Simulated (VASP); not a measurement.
# AlN (Fm-3m) in VASP: further runs

The runs below take AlN through single point, with LDA.

The COD entry that gives the cell may itself be a prediction, so a difference from it is no test against experiment.

All numbers are computed with VASP 6.6.1; they aren't measurements. Logs are shortened: lines on timing, memory, paths and dates and some standing lists are left out, and cuts for length are marked.

## 1. The cell of the first run

Symmetry: Fm-3m, No. 225, cubic system. The conventional cell has a = 3.871 Å, b = 3.871 Å, c = 3.871 Å, α = 90.00°, β = 90.00°, γ = 90.00°. Within 2.6 Å of Al (site symmetry m-3m) lie 6 N at 1.94 Å. Within 2.6 Å of N (site symmetry m-3m) lie 6 Al at 1.94 Å.

## 2. Single point, LDA

File INCAR:

```
PREC = Accurate
ENCUT = 600
EDIFF = 1E-6
ISMEAR = 0
SIGMA = 0.01
LREAL = False
LASPH = True
NELM = 120
ALGO = Normal
ISIF = 2
LWAVE = False
LCHARG = True
GGA = CA
LELF = True
LVHAR = True
NBANDS = 11
GGA_COMPAT = False
```

File KPOINTS:

```
Automatic mesh
0
Gamma
  8 8 8
```

File POSCAR:

```
AlN
1.0
    0.0000000000      1.9356206702      1.9356206702
    1.9356206702      0.0000000000      1.9356206702
    1.9356206702      1.9356206702      0.0000000000
Al N
1 1
Direct
    0.0000000000      0.0000000000      0.0000000000
    0.5000000000      0.5000000000      0.5000000000
```

Potentials or basis: VASP PAW LDA potentials, release 64 (Al, N).

The run is started by

```console
$ cat potpaw_LDA.64/Al/POTCAR potpaw_LDA.64/N/POTCAR > POTCAR
$ mpirun -np 1 vasp_std > vasp.out
```

OUTCAR:

```text
PREC = Accurate
   ENCUT = 600
   EDIFF = 1E-6
   ISMEAR = 0
   LREAL = False
   LASPH = True
   NELM = 120
   ISIF = 2
   GGA = CA

 ion  position               nearest neighbor table
   1  0.000  0.000  0.000-   2 1.94   2 1.94   2 1.94   2 1.94   2 1.94   2 1.94
   2  0.500  0.500  0.500-   1 1.94   1 1.94   1 1.94   1 1.94   1 1.94   1 1.94

  LATTYP: Found a face centered cubic cell.
 ALAT       =     3.8712413404

  Lattice vectors:

 A1 = (   0.0000000000,   1.9356206702,   1.9356206702)
 A2 = (   1.9356206702,   0.0000000000,   1.9356206702)
 A3 = (   1.9356206702,   1.9356206702,   0.0000000000)

Analysis of symmetry for initial positions (statically):
=====================================================================
 Subroutine PRICEL returns:
 Original cell was already a primitive cell.

 Routine SETGRP: Setting up the symmetry group for a
 face centered cubic supercell.

 Subroutine GETGRP returns: Found 48 space group operations
 (whereof 48 operations were pure point group operations)
 out of a pool of 48 trial point group operations.

The static configuration has the point symmetry O_h .

Analysis of symmetry for dynamics (positions and initial velocities):
=====================================================================
 Subroutine PRICEL returns:
 Original cell was already a primitive cell.

 Routine SETGRP: Setting up the symmetry group for a
 face centered cubic supercell.

 Subroutine GETGRP returns: Found 48 space group operations
 (whereof 48 operations were pure point group operations)
 out of a pool of 48 trial point group operations.

The dynamic configuration has the point symmetry O_h .

 Subroutine INISYM returns: Found 48 space group operations
 (whereof 48 operations are pure point group operations),
 and found     1 'primitive' translations

----------------------------------------------------------------------------------------

                                     Primitive cell

  volume of cell :      14.5041

  direct lattice vectors                    reciprocal lattice vectors
     0.000000000  1.935620670  1.935620670    -0.258315076  0.258315076  0.258315076
     1.935620670  0.000000000  1.935620670     0.258315076 -0.258315076  0.258315076
     1.935620670  1.935620670  0.000000000     0.258315076  0.258315076 -0.258315076

  length of vectors
     2.737381003  2.737381003  2.737381003     0.447414836  0.447414836  0.447414836

  position of ions in fractional coordinates (direct lattice)
     0.000000000  0.000000000  0.000000000
     0.500000000  0.500000000  0.500000000

  ion indices of the primitive-cell ions
   primitive index   ion index
                 1           1
                 2           2

----------------------------------------------------------------------------------------

 KPOINTS: Automatic mesh

Automatic generation of k-mesh.
 Grid dimensions read from file:
 generate k-points for:    8    8    8

 Generating k-lattice:

  Cartesian coordinates                     Fractional coordinates (reciprocal lattice)
    -0.032289384  0.032289384  0.032289384     0.125000000  0.000000000  0.000000000
     0.032289384 -0.032289384  0.032289384     0.000000000  0.125000000  0.000000000
     0.032289384  0.032289384 -0.032289384     0.000000000  0.000000000  0.125000000

  Length of vectors
     0.055926854  0.055926854  0.055926854

  Shift w.r.t. Gamma in fractional coordinates (k-lattice)
     0.000000000  0.000000000  0.000000000

 Subroutine IBZKPT returns following result:
 ===========================================

 Found     29 irreducible k-points:

 Following reciprocal coordinates:
            Coordinates               Weight
  0.000000  0.000000  0.000000      1.000000
  0.125000  0.000000  0.000000      8.000000
  0.250000  0.000000  0.000000      8.000000
  0.375000  0.000000  0.000000      8.000000
  0.500000  0.000000  0.000000      4.000000
  0.125000  0.125000  0.000000      6.000000
[... 16 lines left out ...]
  0.500000  0.250000  0.125000     48.000000
 -0.375000  0.250000  0.125000     24.000000
 [... further k-points ...]
   k-points           NKPTS =     29   k-points in BZ     NKDIM =     29   number of bands    NBANDS=     11
   number of dos      NEDOS =    301   number of ions     NIONS =      2
   total plane-waves  NPLWV =  13824
   dimension x,y,z NGX =    24 NGY =   24 NGZ =   24
   dimension x,y,z NGXF=    48 NGYF=   48 NGZF=   48
   ions per type =               1   1
   NGX,Y,Z   is equivalent  to a cutoff of  14.58, 14.58, 14.58 a.u.
   NGXF,Y,Z  is equivalent  to a cutoff of  29.15, 29.15, 29.15 a.u.
 SYSTEM =  unknown system
   PREC   = accura    normal or accurate (medium, high low for compatibility)
   ISTART =      0    job   : 0-new  1-cont  2-samecut
   ICHARG =      2    charge: 1-file 2-atom 10-const
   ISPIN  =      1    spin polarized calculation?
   LNONCOLLINEAR =      F non collinear calculations
   LSORBIT =      F    spin-orbit coupling
[... 32 lines left out ...]
   LEPSILON=     F    determine dielectric tensor
   LRPA    =     F    only Hartree local field effects (RPA)
 non-spin polarized calculation
 Gauss-broadening in eV      SIGMA  =   0.01
  energy-cutoff  :      600.00
  volume of cell :       14.50
 maximum number of plane-waves:       531
 NGX is ok and might be reduce to    24
   NGX = 11   NGY = 11   NGZ = 11

 number of electron       8.0000000 magnetization

 Free energy of the ion-electron system (eV)
  ---------------------------------------------------
  ext. energy  EPLUGINS =         0.00000000
  ---------------------------------------------------
  free energy    TOTEN  =       -16.05204490 eV

  energy without entropy =      -16.05204490  energy(sigma->0) =      -16.05204490

 E-fermi :  11.6054     XC(G=0): -13.1974

 val. band max:       11.5054059935   @ k =   0.0000   0.0000   0.0000
 cond. band min:      16.4280884369   @ k =   0.5000   0.5000   0.0000
 fundamental gap:      4.9226824433
 Fermi energy:        11.6053819946

 k-point     1 :       0.0000    0.0000    0.0000
  band No.  band energies     occupation
      1      -7.1528      2.00000
      2      11.5054      2.00000
      3      11.5054      2.00000
      4      11.5054      2.00000
      5      19.2931      0.00000
      6      23.9204      0.00000
      7      23.9204      0.00000
      8      23.9204      0.00000
      9      29.5161      0.00000
     10      30.1010      0.00000
     11      30.1010      0.00000

 k-point     2 :       0.1250    0.0000    0.0000
  band No.  band energies     occupation
      1      -6.7893      2.00000
      2       9.9735      2.00000
      3      11.2703      2.00000
      4      11.2703      2.00000
      5      19.9457      0.00000
      6      22.8662      0.00000
      7      24.4530      0.00000
      8      24.4530      0.00000
      9      28.4651      0.00000
     10      28.4651      0.00000
     11      31.3177      0.00000

 k-point     3 :       0.2500    0.0000    0.0000
  band No.  band energies     occupation
      1      -5.7452      2.00000
      2       6.8694      2.00000
      3      10.7645      2.00000
      4      10.7645      2.00000
      5      19.5167      0.00000
      6      23.8020      0.00000
      7      24.5796      0.00000
      8      24.5796      0.00000
      9      28.6128      0.00000
     10      28.6128      0.00000
     11      30.3913      0.00000

 k-point     4 :       0.3750    0.0000    0.0000
  band No.  band energies     occupation
      1      -4.2443      2.00000
      2       3.8116      2.00000
      3      10.3242      2.00000
      4      10.3242      2.00000
      5      18.7475      0.00000
      6      23.7516      0.00000
      7      23.7516      0.00000
      8      25.7094      0.00000
      9      29.3397      0.00000
     10      31.3634      0.00000
     11      31.3634      0.00000
[... 239 lines left out ...]
 k-point    22 :       0.3750    0.2500    0.1250
  band No.  band energies     occupation
      1      -4.8751      2.00000
      2       6.5037      2.00000
      3       8.5427      2.00000
      4      10.0949      2.00000
      5      20.4670      0.00000
      6      21.7670      0.00000
      7      22.8418      0.00000
      8      26.6777      0.00000
      9      27.6128      0.00000
     10      32.2672      0.00000
     11      34.8015      0.00000

 k-point    23 :       0.5000    0.2500    0.1250
  band No.  band energies     occupation
      1      -3.5072      2.00000
      2       4.4425      2.00000
      3       7.5332      2.00000
      4       9.4876      2.00000
      5      20.6303      0.00000
      6      21.6519      0.00000
      7      23.4266      0.00000
      8      26.0653      0.00000
      9      29.7139      0.00000
     10      33.0456      0.00000
     11      35.0913      0.00000

 k-point    24 :      -0.3750    0.2500    0.1250
  band No.  band energies     occupation
      1      -2.6686      2.00000
      2       3.2291      2.00000
      3       7.3015      2.00000
      4       9.1946      2.00000
      5      20.7881      0.00000
      6      21.0194      0.00000
      7      25.0311      0.00000
      8      25.4801      0.00000
      9      30.9628      0.00000
     10      32.1572      0.00000
     11      35.4337      0.00000

 [... further k-points ...]
[... 5 lines left out ...]
  --------------------------------------------------------------------------------------
  -------------------------------------------------------------------------------------
  Total        3.3732090      3.3732090      3.3732090     -0.0000000     -0.0000000      0.0000000
  in kB      372.6173556    372.6173556    372.6173556     -0.0000000     -0.0000000      0.0000000
  external PRESSURE =     372.6173556 kB  Pullay stress =       0.0000000 kB

 VOLUME and BASIS-vectors are now :
 -----------------------------------------------------------------------------
  energy-cutoff  :      600.00
  volume of cell :       14.50
      direct lattice vectors                 reciprocal lattice vectors
     0.000000000  1.935620670  1.935620670    -0.258315076  0.258315076  0.258315076
     1.935620670  0.000000000  1.935620670     0.258315076 -0.258315076  0.258315076
     1.935620670  1.935620670  0.000000000     0.258315076  0.258315076 -0.258315076

 POSITION                                       TOTAL-FORCE (eV/Angst)
 -----------------------------------------------------------------------------------
      0.00000      0.00000      0.00000        -0.000000     -0.000000     -0.000000
      1.93562      1.93562      1.93562         0.000000      0.000000      0.000000
 -----------------------------------------------------------------------------------
    total drift:                               -0.000000     -0.000000      0.000000

  FREE ENERGIE OF THE ION-ELECTRON SYSTEM (eV)
  ---------------------------------------------------
  free  energy   TOTEN  =       -16.0520448998 eV

  energy  without entropy=      -16.0520448998  energy(sigma->0) =      -16.05204490
```

Wall time 14 s (1 thread of AMD EPYC 7R13, shared host); peak memory 0.09 GiB.

What came out:

| Item | Value |
| --- | --- |
| Free energy | -16.0520 eV |
| Pressure | 37.3 GPa |
| Band gap on the k mesh | 4.92 eV, indirect (least direct gap 7.79 eV) |

Levels at points of the mesh, in eV from the valence-band top:
```tsv
k point	band 1	band 2	band 3	band 4	band 5	band 6	band 7	band 8
(0.00, 0.00, 0.00)	-18.66	0.00	0.00	0.00	7.79	12.42	12.42	12.42
(0.50, 0.00, 0.00)	-14.77	-9.23	-1.35	-1.35	6.98	11.89	11.89	15.07
(0.50, 0.50, 0.00)	-13.57	-8.33	-3.17	-3.17	4.92	5.79	15.54	19.12
```

A k mesh can miss the band edges. A hybrid or GW would open this gap; LDA tends to underestimate it.

## 3. Single point, LDA

This run uses another cell than the first one, of 7.48 Å³/atom, 1.032 times its volume.

File INCAR:

```
PREC = Accurate
ENCUT = 600
EDIFF = 1E-6
ISMEAR = 0
SIGMA = 0.01
LREAL = F
LASPH = T
NELM = 120
ALGO = Normal
ISIF = 2
LWAVE = F
LCHARG = F
NBANDS = 11
GGA_COMPAT = F
```

KPOINTS is that of step 2.

File POSCAR:

```
AlN
1.0
    0.0000000000      1.9557848367      1.9557848367
    1.9557848367      0.0000000000      1.9557848367
    1.9557848367      1.9557848367      0.0000000000
Al N
1 1
Direct
    0.0000000000      0.0000000000      0.0000000000
    0.5000000000      0.5000000000      0.5000000000
```

Potentials or basis: VASP PAW LDA potentials, release 64 (Al, N).

The run is started by

```console
$ cat potpaw_LDA.64/Al/POTCAR potpaw_LDA.64/N/POTCAR > POTCAR
$ mpirun -np 1 vasp_std > vasp.out
```

It took 14 s on 1 thread of AMD EPYC 7R13, shared host; peak memory 0.09 GiB.

The run converged. Its results:

- Free energy: -16.1414 eV
- Pressure: 25.0 GPa
- Band gap on the k mesh: 5.00 eV, indirect (least direct gap 7.28 eV)

Levels at points of the mesh, in eV from the valence-band top:
| k point | band 2 | band 3 | band 4 | band 5 | band 6 | band 7 |
| --- | --- | --- | --- | --- | --- | --- |
| (0.00, 0.00, 0.00) | 0.00 | 0.00 | 0.00 | 7.28 | 12.32 | 12.32 |
| (0.50, 0.00, 0.00) | -9.01 | -1.28 | -1.28 | 6.77 | 11.62 | 11.62 |
| (0.50, 0.50, 0.00) | -8.11 | -3.08 | -3.08 | 5.00 | 5.46 | 15.14 |

A k mesh can miss the band edges. As with any semilocal functional, this LDA gap is likely too small.

## 4. Single point, LDA

This run uses another cell than the first one, of 7.71 Å³/atom, 1.063 times its volume.

File INCAR:

```
SYSTEM = AlN
PREC     = Accurate       ! precision mode
ENCUT    = 600            ! plane-wave cutoff, eV
EDIFF    = 1E-6           ! SCF threshold, eV
ISMEAR   = 0              ! smearing method
SIGMA    = 0.01           ! smearing width, eV
LREAL    = .False.        ! projectors in reciprocal space
LASPH    = .True.         ! aspherical terms in the spheres
NELM     = 120            ! most SCF steps
ALGO     = Normal         ! electronic algorithm
ISIF     = 2              ! what is computed and relaxed
LWAVE    = .False.        ! write WAVECAR
LCHARG   = .False.        ! write CHGCAR
GGA      = CA             ! functional
NBANDS   = 11             ! bands
GGA_COMPAT= .False.
```

File KPOINTS:

```
regular mesh
0
Gamma
  8 8 8
  0 0 0
```

File POSCAR:

```
AlN
1.0
    0.0000000000      1.9755415763      1.9755415763
    1.9755415763      0.0000000000      1.9755415763
    1.9755415763      1.9755415763      0.0000000000
Al N
1 1
Direct
    0.0000000000      0.0000000000      0.0000000000
    0.5000000000      0.5000000000      0.5000000000
```

The run is started by

```console
$ cat potpaw_LDA.64/Al/POTCAR potpaw_LDA.64/N/POTCAR > POTCAR
$ mpirun -np 1 vasp_std > vasp.out
```

Wall time 13 s (1 thread of AMD EPYC 7R13, shared host); peak memory 0.09 GiB.

The run converged. Its results:

```
Free energy            : -16.1979 eV
Pressure               : 14.3 GPa
Band gap on the k mesh : 5.06 eV, indirect (least direct gap 6.81 eV)
```

Levels at points of the mesh, in eV from the valence-band top:
| k point | band 2 | band 3 | band 4 | band 5 | band 6 | band 7 |
| --- | --- | --- | --- | --- | --- | --- |
| (0.00, 0.00, 0.00) | 0.00 | 0.00 | 0.00 | 6.81 | 12.23 | 12.23 |
| (0.50, 0.00, 0.00) | -8.80 | -1.22 | -1.22 | 6.57 | 11.37 | 11.37 |
| (0.50, 0.50, 0.00) | -7.89 | -3.00 | -3.00 | 5.06 | 5.14 | 14.75 |

A k mesh can miss the band edges.

## 5. Single point, LDA

This run uses another cell than the first one, of 7.94 Å³/atom, 1.095 times its volume.

File INCAR:

```
SYSTEM = AlN
PREC = Accurate ; ENCUT = 600
EDIFF = 1E-6 ; ISMEAR = 0
SIGMA = 0.01 ; LREAL = .False.
LASPH = .True. ; NELM = 120
ALGO = Normal ; ISIF = 2
LWAVE = .False. ; LCHARG = .False.
GGA = CA ; NBANDS = 11
GGA_COMPAT = .False.
```

KPOINTS is that of step 4.

File POSCAR:

```
AlN
1.0
    0.0000000000      1.9949108661      1.9949108661
    1.9949108661      0.0000000000      1.9949108661
    1.9949108661      1.9949108661      0.0000000000
Al N
1 1
Direct
    0.0000000000      0.0000000000      0.0000000000
    0.5000000000      0.5000000000      0.5000000000
```

The run is started by

```console
$ cat potpaw_LDA.64/Al/POTCAR potpaw_LDA.64/N/POTCAR > POTCAR
$ mpirun -np 1 vasp_std > vasp.out
```

Run time: 13 s. Hardware: 1 thread of AMD EPYC 7R13, shared host; peak memory 0.09 GiB.

The run converged. Its results:

```yaml
Free_energy: -16.2261 eV
Pressure: 5.1 GPa
Band_gap_on_the_k_mesh: 4.85 eV, indirect (least direct gap 6.36 eV)
```

Levels at points of the mesh, in eV from the valence-band top:
```tsv
k point	band 1	band 2	band 3	band 4	band 5	band 6	band 7	band 8
(0.00, 0.00, 0.00)	-17.78	0.00	0.00	0.00	6.36	12.14	12.14	12.14
(0.50, 0.00, 0.00)	-14.28	-8.61	-1.16	-1.16	6.38	11.13	11.13	13.72
(0.50, 0.50, 0.00)	-13.21	-7.69	-2.92	-2.92	4.85	5.12	14.38	17.62
```

## 6. Single point, LDA

This run uses another cell than the first one, of 8.17 Å³/atom, 1.126 times its volume.

File INCAR:

```
SYSTEM = AlN
PREC     = Accurate       ! precision mode
ENCUT    = 600            ! plane-wave cutoff, eV
EDIFF    = 1E-6           ! SCF threshold, eV
ISMEAR   = 0              ! smearing method
SIGMA    = 0.01           ! smearing width, eV
LREAL    = .False.        ! projectors in reciprocal space
LASPH    = .True.         ! aspherical terms in the spheres
NELM     = 120            ! most SCF steps
ALGO     = Normal         ! electronic algorithm
ISIF     = 2              ! what is computed and relaxed
LWAVE    = .False.        ! write WAVECAR
LCHARG   = .True.         ! write CHGCAR
LELF     = .True.         ! ELF
LVHAR    = .True.       
NBANDS   = 11             ! bands
GGA_COMPAT= .False.
```

KPOINTS is that of step 5.

File POSCAR:

```
AlN
1.0
    0.0000000000      2.0139111608      2.0139111608
    2.0139111608      0.0000000000      2.0139111608
    2.0139111608      2.0139111608      0.0000000000
Al N
1 1
Direct
    0.0000000000      0.0000000000      0.0000000000
    0.5000000000      0.5000000000      0.5000000000
```

Potentials or basis: VASP PAW LDA potentials, release 64 (Al, N).

The run is started by

```console
$ cat potpaw_LDA.64/Al/POTCAR potpaw_LDA.64/N/POTCAR > POTCAR
$ mpirun -np 1 vasp_std > vasp.out
```

It took 16 s on 1 thread of AMD EPYC 7R13, shared host; peak memory 0.09 GiB.

The run converged. Its results:

| Quantity | Value |
| --- | --- |
| Free energy | -16.2297 eV |
| Pressure | -2.9 GPa |
| Band gap on the k mesh | 4.57 eV, indirect (least direct gap 5.94 eV) |

Levels at points of the mesh, in eV from the valence-band top:
| k point | band 1 | band 2 | band 3 | band 4 | band 5 | band 6 | band 7 | band 8 |
| --- | --- | --- | --- | --- | --- | --- | --- | --- |
| (0.00, 0.00, 0.00) | -17.51 | 0.00 | 0.00 | 0.00 | 5.94 | 12.06 | 12.06 | 12.06 |
| (0.50, 0.00, 0.00) | -14.13 | -8.42 | -1.10 | -1.10 | 6.20 | 10.90 | 10.90 | 13.29 |
| (0.50, 0.50, 0.00) | -13.10 | -7.49 | -2.84 | -2.84 | 4.57 | 5.17 | 14.03 | 17.17 |

A k mesh can miss the band edges.

## 7. The runs side by side

```csv
cell,gap on the mesh (eV),pressure (GPa)
"a = 2.737 Å, angles 60.0°, 2 atoms",4.92,37.3
"a = 2.766 Å, angles 60.0°, 2 atoms",5.00,25.0
"a = 2.794 Å, angles 60.0°, 2 atoms",5.06,14.3
"a = 2.821 Å, angles 60.0°, 2 atoms",4.85,5.1
"a = 2.848 Å, angles 60.0°, 2 atoms",4.57,-2.9
```

Alike in all rows: task single point; level LDA; potentials or basis VASP PAW LDA potentials, release 64 (Al, N); no spin polarisation; k mesh 8 × 8 × 8; cutoff (eV) 600; smearing gaussian 0.01 eV.

Total energies depend on the potentials used, so only differences within one code and one set of settings carry meaning.
